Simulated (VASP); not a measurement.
# Al (Fm-3m) in VASP: further runs

The runs below take Al through single point, relaxation of cell and atoms, with r2SCAN.

Program: VASP 6.6.1. These are calculated values, not measurements. Logs are shortened: lines on timing, memory, paths and dates and some standing lists are left out, and cuts for length are marked.

**1. The cell of the first run**

The structure is cubic, space group Fm-3m (No. 225). Conventional cell: a = 3.995 Å, b = 3.995 Å, c = 3.995 Å, α = 90.00°, β = 90.00°, γ = 90.00°. Within 3.7 Å of Al (site symmetry m-3m) lie 12 Al at 2.83 Å.

**2. Single point, r2SCAN**

File POSCAR:

```
Al
1.0
    0.0000000000      1.9977204142      1.9977204142
    1.9977204142      0.0000000000      1.9977204142
    1.9977204142      1.9977204142      0.0000000000
Al
1
Direct
    0.0000000000      0.0000000000      0.0000000000
```

File INCAR.step1:

```
PREC = Accurate ; ENCUT = 520
ISMEAR = 0 ; SIGMA = 0.05
LREAL = F ; LASPH = T
NELM = 80 ; NBANDS = 8
GGA = PE ; ALGO = Normal
EDIFF = 1E-4 ; LWAVE = T
LCHARG = F
```

File INCAR.step2:

```
PREC = Accurate ; ENCUT = 520
EDIFF = 1E-7 ; ISMEAR = 0
SIGMA = 0.05 ; LREAL = F
LASPH = T ; NELM = 80
ALGO = Normal ; ISIF = 2
LWAVE = F ; LCHARG = F
METAGGA = R2SCAN ; LMIXTAU = T
NBANDS = 8 ; ISTART = 1
```

File KPOINTS:

```
regular mesh
0
Gamma
  9 9 9
```

Potentials or basis: VASP PAW PBE potentials, release 64 (Al).

Command:

```console
$ cat potpaw_PBE.64/Al/POTCAR > POTCAR
$ cp INCAR.step1 INCAR
$ mpirun -np 1 vasp_std > vasp.out
$ cp INCAR.step2 INCAR
$ mpirun -np 1 vasp_std > vasp.out
```

OUTCAR:

```text
PREC = Accurate
   ENCUT = 520
   EDIFF = 1E-7
   ISMEAR = 0
   LREAL = F
   LASPH = T
   NELM = 80
   ISIF = 2
   METAGGA = R2SCAN
   ISTART = 1

 ion  position               nearest neighbor table
   1  0.000  0.000  0.000-

  LATTYP: Found a face centered cubic cell.
 ALAT       =     3.9954408284

  Lattice vectors:

 A1 = (   0.0000000000,   1.9977204142,   1.9977204142)
 A2 = (   1.9977204142,   0.0000000000,   1.9977204142)
 A3 = (   1.9977204142,   1.9977204142,   0.0000000000)

Analysis of symmetry for initial positions (statically):
=====================================================================
 Subroutine PRICEL returns:
 Original cell was already a primitive cell.

 Routine SETGRP: Setting up the symmetry group for a
 face centered cubic supercell.

 Subroutine GETGRP returns: Found 48 space group operations
 (whereof 48 operations were pure point group operations)
 out of a pool of 48 trial point group operations.

The static configuration has the point symmetry O_h .

Analysis of symmetry for dynamics (positions and initial velocities):
=====================================================================
 Subroutine PRICEL returns:
 Original cell was already a primitive cell.

 Routine SETGRP: Setting up the symmetry group for a
 face centered cubic supercell.

 Subroutine GETGRP returns: Found 48 space group operations
 (whereof 48 operations were pure point group operations)
 out of a pool of 48 trial point group operations.

The dynamic configuration has the point symmetry O_h .

 Subroutine INISYM returns: Found 48 space group operations
 (whereof 48 operations are pure point group operations),
 and found     1 'primitive' translations

----------------------------------------------------------------------------------------

                                     Primitive cell

  volume of cell :      15.9454

  direct lattice vectors                    reciprocal lattice vectors
     0.000000000  1.997720414  1.997720414    -0.250285273  0.250285273  0.250285273
     1.997720414  0.000000000  1.997720414     0.250285273 -0.250285273  0.250285273
     1.997720414  1.997720414  0.000000000     0.250285273  0.250285273 -0.250285273

  length of vectors
     2.825203304  2.825203304  2.825203304     0.433506810  0.433506810  0.433506810
[... 78 lines left out ...]
   NELM   =     80;   NELMIN=  2; NELMDL=  0     # of ELM steps
   EDIFF  = 0.1E-06   stopping-criterion for ELM
   LREAL  =      F    real-space projection
   EDIFFG = 0.1E-05   stopping-criterion for IOM
   NSW    =      0    number of steps for IOM
   IBRION =     -1    ionic relax: 0-MD 1-quasi-New 2-CG
   NFREE  =      0    steps in history (QN), initial steepest desc. (CG)
   ISIF   =      2    stress and relaxation
   ISYM   =      2    0-nonsym 1-usesym 2-fastsym
   POTIM  = 0.5000    time-step for ionic-motion
   TEBEG  =    0.0;   TEEND  =   0.0 temperature during run
   PSTRESS=    0.0 pullay stress
   NELECT =       3.0000    total number of electrons
   NUPDOWN=      -1.0000    fix difference up-down
   EMIN   =  10.00;   EMAX   =-10.00  energy-range for DOS
   EFERMI =   0.00;   METHOD = LEGACY
   ISMEAR =     0;   SIGMA  =   0.05  broadening in eV -4-tet -1-fermi 0-gaus
   EFERMI_NEDOS =   21; number of points for ismear=-14 and -15
   IALGO  =     38    algorithm
   IMIX   =      4    mixing-type and parameters
     AMIX     =   0.40;   BMIX     =  1.00
     AMIX_MAG =   1.60;   BMIX_MAG =  1.00
  volume/ion in A,a.u.               =      15.95       107.60
  Fermi-wavevector in a.u.,A,eV,Ry     =   0.938074  1.772703 11.972899  0.879983
  Thomas-Fermi vector in A             =   2.065249
   LORBIT       =      0    0 simple, 1 ext, 2 COOP (PROOUT), +10 PAW based schemes
   METAGGA = R2SCAN    functional components
   LHFCALC =     F    Hartree Fock is set to
   AEXX    =    0.0000 exact exchange contribution
   IVDW    =     0    specifies the selected vdW correction
   LEPSILON=     F    determine dielectric tensor
   LRPA    =     F    only Hartree local field effects (RPA)
 non-spin polarized calculation
 Gauss-broadening in eV      SIGMA  =   0.05
  energy-cutoff  :      520.00
  volume of cell :       15.95
 maximum number of plane-waves:       440
 NGX is ok and might be reduce to    24
   NGX = 11   NGY = 11   NGZ = 11

 number of electron       3.0000000 magnetization

 Free energy of the ion-electron system (eV)
  ---------------------------------------------------
  ext. energy  EPLUGINS =         0.00000000
  ---------------------------------------------------
  free energy    TOTEN  =        -6.70194826 eV

  energy without entropy =       -6.69917294  energy(sigma->0) =       -6.70056060

 E-fermi :   8.3641     XC(G=0): -11.0326

 val. band max:        8.3626116433   @ k =  -0.3333   0.4444   0.1111
 cond. band min:       8.6676075963   @ k =  -0.4444   0.4444   0.1111
 fundamental gap:      0.3049959530
 Fermi energy:         8.3641189866

 k-point     1 :       0.0000    0.0000    0.0000
  band No.  band energies     occupation
      1      -3.7042      2.00000
      2      21.8937      0.00000
      3      21.8937      0.00000
      4      21.8937      0.00000
      5      24.0754      0.00000
      6      24.0754      0.00000
      7      24.0754      0.00000
      8      25.9903      0.00000
[... 243 lines left out ...]
 k-point    24 :       0.4444    0.4444    0.0000
  band No.  band energies     occupation
      1       3.8057      2.00000
      2       8.2491      1.99885
      3      13.9691      0.00000
      4      14.6504      0.00000
      5      14.6504      0.00000
      6      18.7526      0.00000
      7      35.4094      0.00000
      8      37.0677      0.00000

 [... further k-points ...]

------------------------ aborting loop because EDIFF is reached ----------------------------------------

  FORCE on cell =-STRESS in cart. coord.  units (eV):
  Direction    XX          YY          ZZ          XY          YZ          ZX
  --------------------------------------------------------------------------------------
  -------------------------------------------------------------------------------------
  Total       -0.0322592     -0.0322592     -0.0322592     -0.0000000     -0.0000000      0.0000000
  in kB       -3.2413846     -3.2413846     -3.2413846     -0.0000000     -0.0000000      0.0000000
  external PRESSURE =      -3.2413846 kB  Pullay stress =       0.0000000 kB

 VOLUME and BASIS-vectors are now :
 -----------------------------------------------------------------------------
  energy-cutoff  :      520.00
  volume of cell :       15.95
      direct lattice vectors                 reciprocal lattice vectors
     0.000000000  1.997720414  1.997720414    -0.250285273  0.250285273  0.250285273
     1.997720414  0.000000000  1.997720414     0.250285273 -0.250285273  0.250285273
     1.997720414  1.997720414  0.000000000     0.250285273  0.250285273 -0.250285273

 POSITION                                       TOTAL-FORCE (eV/Angst)
 -----------------------------------------------------------------------------------
      0.00000      0.00000      0.00000         0.000000      0.000000      0.000000
 -----------------------------------------------------------------------------------
    total drift:                               -0.000000     -0.000000     -0.000000

  FREE ENERGIE OF THE ION-ELECTRON SYSTEM (eV)
  ---------------------------------------------------
  free  energy   TOTEN  =        -6.7019482560 eV

  energy  without entropy=       -6.6991729365  energy(sigma->0) =       -6.70056060
```

OUTCAR.step1:

```text
PREC = Accurate
   ENCUT = 520
   ISMEAR = 0
   LREAL = F
   LASPH = T
[... 480 lines left out ...]

 POSITION                                       TOTAL-FORCE (eV/Angst)
 -----------------------------------------------------------------------------------
      0.00000      0.00000      0.00000         0.000000      0.000000      0.000000
 -----------------------------------------------------------------------------------
    total drift:                                0.000000      0.000000     -0.000000

  FREE ENERGIE OF THE ION-ELECTRON SYSTEM (eV)
  ---------------------------------------------------
  free  energy   TOTEN  =        -3.7094931018 eV

  energy  without entropy=       -3.7078636398  energy(sigma->0) =       -3.70867837
```

It took 22 s on 1 thread of Intel Xeon 8259CL, shared host; peak memory 0.13 GiB.

What came out:

* Free energy: -6.7019 eV
* Pressure: -0.3 GPa
* Band gap on the k mesh: zero (an odd number of electrons rules out a gap without spin polarisation)

Caveat: the PAW data sets were made with another functional, which shifts forces and pressure a little.

**3. Relaxation of cell and atoms, r2SCAN**

This run uses another cell than the first one, of 16.60 Å³/atom.

File POSCAR:

```
Al
1.0
    0.0000000000      2.0248050000      2.0248050000
    2.0248050000      0.0000000000      2.0248050000
    2.0248050000      2.0248050000      0.0000000000
Al
1
Direct
    0.0000000000      0.0000000000      0.0000000000
```

File INCAR.step1:

```
ALGO = Normal
EDIFF = 1E-4
ENCUT = 600
GGA = PE
ISMEAR = 0
LASPH = T
LCHARG = F
LREAL = F
LWAVE = T
NELM = 80
PREC = Accurate
SIGMA = 0.05
```

File INCAR.step2:

```
ALGO = Normal
EDIFF = 1E-7
EDIFFG = -0.01
ENCUT = 600
IBRION = 2
ISIF = 3
ISMEAR = 0
ISTART = 1
LASPH = T
LCHARG = F
LMIXTAU = T
LREAL = F
LWAVE = F
METAGGA = R2SCAN
NELM = 80
NSW = 80
PREC = Accurate
SIGMA = 0.05
```

File KPOINTS:

```
k-points
0
Gamma
  9 9 9
```

Potentials or basis: VASP PAW PBE potentials, release 64 (Al).

Command:

```console
$ cat potpaw_PBE.64/Al/POTCAR > POTCAR
$ cp INCAR.step1 INCAR
$ mpirun -np 1 vasp_std > vasp.out
$ cp INCAR.step2 INCAR
$ mpirun -np 1 vasp_std > vasp.out
```

It took 53 s on 1 thread of Intel Xeon 8259CL, shared host; peak memory 0.14 GiB.

It converged, with:

| Property | Result |
| --- | --- |
| Free energy | -6.7020 eV |
| Relaxed volume | 15.88 Å³/atom |
| Relaxed cell | a = 2.821 Å, b = 2.821 Å, c = 2.821 Å, α = 60.00°, β = 60.00°, γ = 60.00° |
| Space group after relaxing (to 0.1 Å) | Fm-3m (No. 225) |
| Energy gained by relaxing | 7.5 meV/atom |
| Ionic steps | 3 |
| Pressure after relaxing | 0.0 GPa |
| Band gap on the k mesh | zero (an odd number of electrons rules out a gap without spin polarisation) |

The path:
| step | energy change (eV) | largest force (eV/Å) | pressure (GPa) | volume (Å³) |
| --- | --- | --- | --- | --- |
| 1 | 0.0000 | 0.0000 | -3.23 | 16.60 |
| 2 | -0.0075 | 0.0000 | 0.33 | 15.81 |
| 3 | -0.0075 | 0.0000 | 0.00 | 15.88 |

Final structure:
```cif
data_structure
_symmetry_space_group_name_H-M 'P 1'
_symmetry_Int_Tables_number 1
_cell_length_a 2.8211
_cell_length_b 2.8211
_cell_length_c 2.8211
_cell_angle_alpha 60.000
_cell_angle_beta 60.000
_cell_angle_gamma 60.000
_cell_volume 15.88
loop_
_atom_site_label
_atom_site_type_symbol
_atom_site_fract_x
_atom_site_fract_y
_atom_site_fract_z
_atom_site_occupancy
Al1 Al 0.00000 0.00000 0.00000 1
```

Levels at points of the mesh, in eV from the Fermi level:
```csv
k point,band 1,band 2,band 3,band 4,band 5
"(0.00, 0.00, 0.00)",-12.10,13.55,13.55,13.55,15.77
```

Caveat: the PAW data sets were made with another functional, which shifts forces and pressure a little.
